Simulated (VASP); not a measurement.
# FeNi3 (Fm-3m) in VASP: notebook

The runs below take FeNi3 through single point, with LDA.

Program: VASP 6.6.1. These are calculated values, not measurements. Logs are shortened: lines on timing, memory, paths and dates and some standing lists are left out, and cuts for length are marked.

## 1. The cell of the first run

Symmetry: Fm-3m, No. 225, cubic system. The conventional cell has a = 5.581 Å, b = 5.581 Å, c = 5.581 Å, α = 90.00°, β = 90.00°, γ = 90.00°. Within 3.2 Å of Fe (site symmetry m-3m) lie 14 Ni at 2.42 to 2.79 Å. Ni (site symmetry -43m) has 4 Fe at 2.42 Å and 10 Ni at 2.42 to 2.79 Å within 3.2 Å. Ni (site symmetry m-3m) has 8 Ni at 2.42 Å and 6 Fe at 2.79 Å within 3.2 Å.

## 2. Single point, LDA, collinear spin, ferrimagnetic start

INCAR

```
SYSTEM = FeNi3
PREC = Accurate
ENCUT = 520
EDIFF = 1E-7
ISMEAR = -1
SIGMA = 0.05
LREAL = .FALSE.
LASPH = .TRUE.
NELM = 150
ALGO = Normal
ISIF = 2
LWAVE = .FALSE.
LCHARG = .FALSE.
ISPIN = 2
MAGMOM = 2.8 -1.2 1.2 -1.2
LORBIT = 11
LMAXMIX = 4
NBANDS = 31
```

KPOINTS

```
regular mesh
0
G
  7 7 7
  0 0 0
```

POSCAR

```
FeNi3
1.0
    0.0000000000      2.7903700000      2.7903700000
    2.7903700000      0.0000000000      2.7903700000
    2.7903700000      2.7903700000      0.0000000000
Fe Ni
1 3
Direct
    0.0000000000      0.0000000000      0.0000000000
    0.7500000000      0.7500000000      0.7500000000
    0.2500000000      0.2500000000      0.2500000000
    0.5000000000      0.5000000000      0.5000000000
```

Potentials or basis: VASP PAW LDA potentials, release 64 (Fe, Ni).

Launch:

```console
> cat potpaw_LDA.64/Fe/POTCAR potpaw_LDA.64/Ni/POTCAR > POTCAR
> mpirun -np 1 vasp_std > vasp.out
```

OUTCAR:

```text
SYSTEM = FeNi3
   PREC = Accurate
   ENCUT = 520
   EDIFF = 1E-7
   ISMEAR = -1
   LREAL = .FALSE.
   LASPH = .TRUE.
   NELM = 150
   ISIF = 2
   ISPIN = 2
   LORBIT = 11

 ion  position               nearest neighbor table
   1  0.000  0.000  0.000-   2 2.42   3 2.42   2 2.42   2 2.42   2 2.42   3 2.42   3 2.42   3 2.42
                             4 2.79   4 2.79   4 2.79   4 2.79   4 2.79   4 2.79
   2  0.750  0.750  0.750-   1 2.42   4 2.42   4 2.42   4 2.42   4 2.42   1 2.42   1 2.42   1 2.42
                             3 2.79   3 2.79   3 2.79   3 2.79   3 2.79   3 2.79
   3  0.250  0.250  0.250-   1 2.42   4 2.42   1 2.42   1 2.42   1 2.42   4 2.42   4 2.42   4 2.42
                             2 2.79   2 2.79   2 2.79   2 2.79   2 2.79   2 2.79
   4  0.500  0.500  0.500-   2 2.42   3 2.42   3 2.42   3 2.42   3 2.42   2 2.42   2 2.42   2 2.42
                             1 2.79   1 2.79   1 2.79   1 2.79   1 2.79   1 2.79

  LATTYP: Found a face centered cubic cell.
 ALAT       =     5.5807400000

  Lattice vectors:

 A1 = (   0.0000000000,   2.7903700000,   2.7903700000)
 A2 = (   2.7903700000,   0.0000000000,   2.7903700000)
 A3 = (   2.7903700000,   2.7903700000,   0.0000000000)

Analysis of symmetry for initial positions (statically):
=====================================================================
 Subroutine PRICEL returns:
 Original cell was already a primitive cell.

 Routine SETGRP: Setting up the symmetry group for a
 face centered cubic supercell.

 Subroutine GETGRP returns: Found 48 space group operations
 (whereof 48 operations were pure point group operations)
 out of a pool of 48 trial point group operations.

The static configuration has the point symmetry O_h .

Analysis of symmetry for dynamics (positions and initial velocities):
=====================================================================
 Subroutine PRICEL returns:
 Original cell was already a primitive cell.

 Routine SETGRP: Setting up the symmetry group for a
 face centered cubic supercell.

 Subroutine GETGRP returns: Found 48 space group operations
 (whereof 48 operations were pure point group operations)
 out of a pool of 48 trial point group operations.

The dynamic configuration has the point symmetry O_h .

Analysis of structural, dynamic, and magnetic symmetry:
=====================================================================
 Subroutine PRICEL returns:
 Original cell was already a primitive cell.

 Routine SETGRP: Setting up the symmetry group for a
 face centered cubic supercell.

 Subroutine GETGRP returns: Found 24 space group operations
 (whereof 24 operations were pure point group operations)
 out of a pool of 48 trial point group operations.

The overall configuration has the point symmetry T_d .

 Subroutine INISYM returns: Found 24 space group operations
 (whereof 24 operations are pure point group operations),
 and found     1 'primitive' translations

----------------------------------------------------------------------------------------

                                     Primitive cell

  volume of cell :      43.4526

  direct lattice vectors                    reciprocal lattice vectors
     0.000000000  2.790370000  2.790370000    -0.179187706  0.179187706  0.179187706
     2.790370000  0.000000000  2.790370000     0.179187706 -0.179187706  0.179187706
     2.790370000  2.790370000  0.000000000     0.179187706  0.179187706 -0.179187706

  length of vectors
     3.946179098  3.946179098  3.946179098     0.310362211  0.310362211  0.310362211

  position of ions in fractional coordinates (direct lattice)
     0.000000000  0.000000000  0.000000000
     0.750000000  0.750000000  0.750000000
     0.250000000  0.250000000  0.250000000
     0.500000000  0.500000000  0.500000000

  ion indices of the primitive-cell ions
   primitive index   ion index
                 1           1
                 2           2
                 3           3
                 4           4

----------------------------------------------------------------------------------------

 KPOINTS: regular mesh

Automatic generation of k-mesh.
 Grid dimensions read from file:
 generate k-points for:    7    7    7

 Generating k-lattice:

  Cartesian coordinates                     Fractional coordinates (reciprocal lattice)
    -0.025598244  0.025598244  0.025598244     0.142857143  0.000000000  0.000000000
     0.025598244 -0.025598244  0.025598244     0.000000000  0.142857143  0.000000000
     0.025598244  0.025598244 -0.025598244     0.000000000  0.000000000  0.142857143

  Length of vectors
     0.044337459  0.044337459  0.044337459

  Shift w.r.t. Gamma in fractional coordinates (k-lattice)
     0.000000000  0.000000000  0.000000000

 Subroutine IBZKPT returns following result:
 ===========================================

 Found     20 irreducible k-points:

 Following reciprocal coordinates:
            Coordinates               Weight
  0.000000  0.000000  0.000000      1.000000
  0.142857  0.000000  0.000000      8.000000
  0.285714  0.000000  0.000000      8.000000
  0.428571  0.000000  0.000000      8.000000
  0.142857  0.142857  0.000000      6.000000
  0.285714  0.142857  0.000000     24.000000
[... 12 lines left out ...]
 -0.428571  0.428571  0.142857     24.000000
 -0.285714  0.428571  0.142857     24.000000
   k-points           NKPTS =     20   k-points in BZ     NKDIM =     20   number of bands    NBANDS=     31
   number of dos      NEDOS =    301   number of ions     NIONS =      4
   total plane-waves  NPLWV =  27000
   dimension x,y,z NGX =    30 NGY =   30 NGZ =   30
   dimension x,y,z NGXF=    60 NGYF=   60 NGZF=   60
   ions per type =               1   3
   NGX,Y,Z   is equivalent  to a cutoff of  12.64, 12.64, 12.64 a.u.
   NGXF,Y,Z  is equivalent  to a cutoff of  25.28, 25.28, 25.28 a.u.
 SYSTEM =  FeNi3
   PREC   = accura    normal or accurate (medium, high low for compatibility)
   ISTART =      0    job   : 0-new  1-cont  2-samecut
   ICHARG =      2    charge: 1-file 2-atom 10-const
   ISPIN  =      2    spin polarized calculation?
   LNONCOLLINEAR =      F non collinear calculations
   LSORBIT =      F    spin-orbit coupling
   LASPH  =      T    aspherical Exc in radial PAW
   ENCUT  =  520.0 eV  38.22 Ry    6.18 a.u.   7.34  7.34  7.34*2*pi/ulx,y,z
   NELM   =    150;   NELMIN=  2; NELMDL= -5     # of ELM steps
   EDIFF  = 0.1E-06   stopping-criterion for ELM
   LREAL  =      F    real-space projection
   EDIFFG = 0.1E-05   stopping-criterion for IOM
   NSW    =      0    number of steps for IOM
   IBRION =     -1    ionic relax: 0-MD 1-quasi-New 2-CG
   NFREE  =      0    steps in history (QN), initial steepest desc. (CG)
   ISIF   =      2    stress and relaxation
   ISYM   =      2    0-nonsym 1-usesym 2-fastsym
   POTIM  = 0.5000    time-step for ionic-motion
   TEBEG  =    0.0;   TEEND  =   0.0 temperature during run
   PSTRESS=    0.0 pullay stress
   NELECT =      38.0000    total number of electrons
   NUPDOWN=      -1.0000    fix difference up-down
   EMIN   =  10.00;   EMAX   =-10.00  energy-range for DOS
   EFERMI =   0.00;   METHOD = LEGACY
   ISMEAR =    -1;   SIGMA  =   0.05  broadening in eV -4-tet -1-fermi 0-gaus
   EFERMI_NEDOS =   21; number of points for ismear=-14 and -15
   IALGO  =     38    algorithm
   IMIX   =      4    mixing-type and parameters
     AMIX     =   0.40;   BMIX     =  1.00
     AMIX_MAG =   1.60;   BMIX_MAG =  1.00
  volume/ion in A,a.u.               =      10.86        73.31
  Fermi-wavevector in a.u.,A,eV,Ry     =   1.565540  2.958442 33.346740  2.450916
  Thomas-Fermi vector in A             =   2.668001
   LORBIT       =     11    0 simple, 1 ext, 2 COOP (PROOUT), +10 PAW based schemes
   GGA     = CA    functional components
   LHFCALC =     F    Hartree Fock is set to
   AEXX    =    0.0000 exact exchange contribution
   IVDW    =     0    specifies the selected vdW correction
   LEPSILON=     F    determine dielectric tensor
   LRPA    =     F    only Hartree local field effects (RPA)
 spin polarized calculation
  energy-cutoff  :      520.00
  volume of cell :       43.45
 maximum number of plane-waves:      1211
 NGX is ok and might be reduce to    30
   NGX = 15   NGY = 15   NGZ = 15

 number of electron      38.0000020 magnetization       4.2608824

 Free energy of the ion-electron system (eV)
  ---------------------------------------------------
  ext. energy  EPLUGINS =         0.00000000
  ---------------------------------------------------
  free energy    TOTEN  =       -28.67523429 eV

  energy without entropy =      -28.64667933  energy(sigma->0) =      -28.66095681

 E-fermi :   8.3907     XC(G=0): -13.6289

 val. band max:        8.3864731795   @ k =  -0.2857   0.4286   0.1429
 cond. band min:       8.4111102511   @ k =   0.4286   0.0000   0.0000
 fundamental gap:      0.0246370716
 Fermi energy:         8.3907463110

 spin component 1

 k-point     1 :       0.0000    0.0000    0.0000
  band No.  band energies     occupation
      1      -0.6305      1.00000
      2       3.7563      1.00000
      3       3.7563      1.00000
      4       4.8696      1.00000
      5       4.8696      1.00000
      6       4.8696      1.00000
[... 669 lines left out ...]
     30      24.4540      0.00000
     31      25.2276      0.00000
 Fermi energy:         8.3907463110

 spin component 2

 k-point     1 :       0.0000    0.0000    0.0000
  band No.  band energies     occupation
      1      -0.4726      1.00000
      2       4.5342      1.00000
      3       4.5342      1.00000
      4       5.5914      1.00000
      5       5.5914      1.00000
      6       5.5914      1.00000
[... 669 lines left out ...]
     30      24.8229      0.00000
     31      25.6046      0.00000

------------------------ aborting loop because EDIFF is reached ----------------------------------------

  FORCE on cell =-STRESS in cart. coord.  units (eV):
  Direction    XX          YY          ZZ          XY          YZ          ZX
  --------------------------------------------------------------------------------------
  -------------------------------------------------------------------------------------
  Total       -3.1025376     -3.1025376     -3.1025376      0.0000000     -0.0000000     -0.0000000
  in kB     -114.3963753   -114.3963753   -114.3963753      0.0000000     -0.0000000     -0.0000000
  external PRESSURE =    -114.3963753 kB  Pullay stress =       0.0000000 kB

 VOLUME and BASIS-vectors are now :
 -----------------------------------------------------------------------------
  energy-cutoff  :      520.00
  volume of cell :       43.45
      direct lattice vectors                 reciprocal lattice vectors
     0.000000000  2.790370000  2.790370000    -0.179187706  0.179187706  0.179187706
     2.790370000  0.000000000  2.790370000     0.179187706 -0.179187706  0.179187706
     2.790370000  2.790370000  0.000000000     0.179187706  0.179187706 -0.179187706

 POSITION                                       TOTAL-FORCE (eV/Angst)
 -----------------------------------------------------------------------------------
      0.00000      0.00000      0.00000        -0.000000     -0.000000      0.000000
      4.18555      4.18555      4.18555         0.000000      0.000000      0.000000
      1.39518      1.39518      1.39518        -0.000000     -0.000000     -0.000000
      2.79037      2.79037      2.79037        -0.000000     -0.000000     -0.000000
 -----------------------------------------------------------------------------------
    total drift:                                0.000000      0.000000      0.000000

  FREE ENERGIE OF THE ION-ELECTRON SYSTEM (eV)
  ---------------------------------------------------
  free  energy   TOTEN  =       -28.6752342886 eV

  energy  without entropy=      -28.6466793295  energy(sigma->0) =      -28.66095681

 total charge

# of ion       s       p       d       tot
------------------------------------------
    1        0.476   0.512   6.180   7.168
    2        0.516   0.524   8.350   9.390
    3        0.516   0.524   8.350   9.390
    4        0.498   0.507   8.386   9.391
--------------------------------------------------
tot          2.006   2.068  31.266  35.339

 magnetization (x)

# of ion       s       p       d       tot
------------------------------------------
    1        0.006   0.001   2.686   2.693
    2       -0.007  -0.024   0.644   0.613
    3       -0.007  -0.024   0.644   0.613
    4       -0.013  -0.024   0.349   0.311
--------------------------------------------------
tot         -0.021  -0.070   4.323   4.231
```

Run time: 63 s. Hardware: 1 thread of Intel Xeon Platinum 8488C (Sapphire Rapids), shared host; peak memory 0.18 GiB.

Results:

```
Free energy                                           : -28.6752 eV
Pressure                                              : -11.4 GPa
Net moment                                            : 4.26 μB per cell
Site moments                                          : Fe +2.69; Ni +0.61, +0.31 (each value once) μB
Valence electrons inside the program's atomic spheres : Fe 7.17; Ni 9.39
```

Caveat: the cell stands under tension.

[end of part 1 of 2]
